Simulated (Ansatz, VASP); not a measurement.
Two plane-wave programs on Sb5O

File INCAR:

```
SYSTEM = Sb5O
PREC = Accurate
ENCUT = 600
EDIFF = 1E-7
ISMEAR = 0
SIGMA = 0.1
LREAL = .FALSE.
LASPH = .TRUE.
NELM = 60
ALGO = Fast
ISIF = 3
LWAVE = .FALSE.
LCHARG = .FALSE.
GGA = PE
IBRION = 2
NSW = 100
EDIFFG = -0.01
```

KPOINTS

```
Automatic mesh
0
G
  6 6 8
  0 0 0
```

File POSCAR:

```
Sb5O
1.0
    6.2474672900      0.0000000000      0.0000000000
   -3.1237336400      5.4104653800      0.0000000000
    0.0000000000      0.0000000000      5.0244248900
Sb O
5 1
Direct
    0.5000000000      0.0000000000      0.5000000000
    0.5000000000      0.5000000000      0.5000000000
    0.0000000000      0.5000000000      0.5000000000
    0.3333333300      0.6666666700      0.0000000000
    0.6666666700      0.3333333300      0.0000000000
    0.0000000000      0.0000000000      0.0000000000
```

Input for Ansatz:

```yaml
crystal:
  lattice:
    - [6.24746729, 0.0, 0.0]
    - [-3.12373364, 5.41046538, 0.0]
    - [0.0, 0.0, 5.02442489]
  atoms:
    - { symbol: Sb, position: [0.5, 0.0, 0.5] }
    - { symbol: Sb, position: [0.5, 0.5, 0.5] }
    - { symbol: Sb, position: [0.0, 0.5, 0.5] }
    - { symbol: Sb, position: [0.33333333, 0.66666667, 0.0] }
    - { symbol: Sb, position: [0.66666667, 0.33333333, 0.0] }
    - { symbol: O, position: [0.0, 0.0, 0.0] }
basis:
  ecutwfc: 420
kpoints:
  mp_grid: { grid: [6, 6, 8] }
hamiltonian:
  xc: pbe
scf:
  occupations: { method: gaussian, width: 0.1 }
output:
  forces: true
  stress: true
  eigenvalues: true
relax:
  adjacent_minimum: "off"
  f_tol: 0.01
  max_steps: 80
  cell: { stress_tol: 0.05 }
```

Change from the starting cell: species swapped into the GdCo5 type (P6/mmm, No. 191).

Alike in both runs: task relaxation of cell and atoms; functional PBE; k mesh 6 × 6 × 8; occupations gaussian, width 0.1 eV; no spin polarisation.

|  | VASP | Ansatz |
| --- | --- | --- |
| version | VASP 6.6.1 | Ansatz 0.2.0 |
| potentials or method | VASP PAW PBE potentials, release 64 (Sb, O), cutoff 600 eV | scalar-relativistic, plane waves, PAW |
| valence electrons in the cell | 31 | 81 |

Ansatz gave:

| Quantity | Value |
| --- | --- |
| gap on the k mesh at the Fermi level, each at its own relaxed structure (eV) | none |
| relaxed volume (Å³/atom) | 28.24 |
| relaxed length of the cell vector where the two differ most in proportion (Å) | 5.651 |

Q: What did VASP give for the same quantities?

A: gap on the k mesh at the Fermi level, each at its own relaxed structure (eV): none; relaxed volume (Å³/atom): 28.20; relaxed length of the cell vector where the two differ most in proportion (Å): 5.643.

A gap of «none» marks a metal or a gap that the smearing closes. VASP's potentials hold 31 valence electrons a cell and Ansatz's 81, so a difference there can come from the potentials and not from the codes.

Spin-orbit coupling is off throughout.
